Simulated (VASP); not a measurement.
The system is TePb.

```
CELL_PARAMETERS angstrom
0.00000 3.25240 3.25240
3.25240 0.00000 3.25240
3.25240 3.25240 0.00000
ATOMIC_POSITIONS crystal
Pb 0.00000 0.00000 0.00000
Te 0.50000 0.50000 0.50000
```

Base run:

* Program: VASP 6.6.1
* Functional: PBE
* Potentials or basis: VASP PAW PBE potentials, release 64 (Pb_d, Te)
* Cutoff: 520 eV
* k mesh: 7 × 7 × 7
* Occupations: fermi-dirac, width 0.05 eV
* Spin: no spin polarisation

Its results: pressure 1.1 GPa.

**Question.** After a change of settings the same cell gave: pressure -0.7 GPa. Which change was it?
A. functional from PBE to RPBE; dispersion from none to D3(BJ)
B. functional from PBE to BLYP; further incar settings from ALGO = Normal; EDIFF = 1e-06; NBANDS = 17 to ALGO = Normal; EDIFF = 1e-07; NBANDS = 17
C. dispersion from none to D4
D. functional from PBE to revPBE

**Answer.** C.

Dispersion adds attraction, which lowers the pressure at fixed volume and, as a term added to the energy, leaves the levels alone.

Caveats: spin-orbit coupling is left out, which moves the levels of the heavy elements.
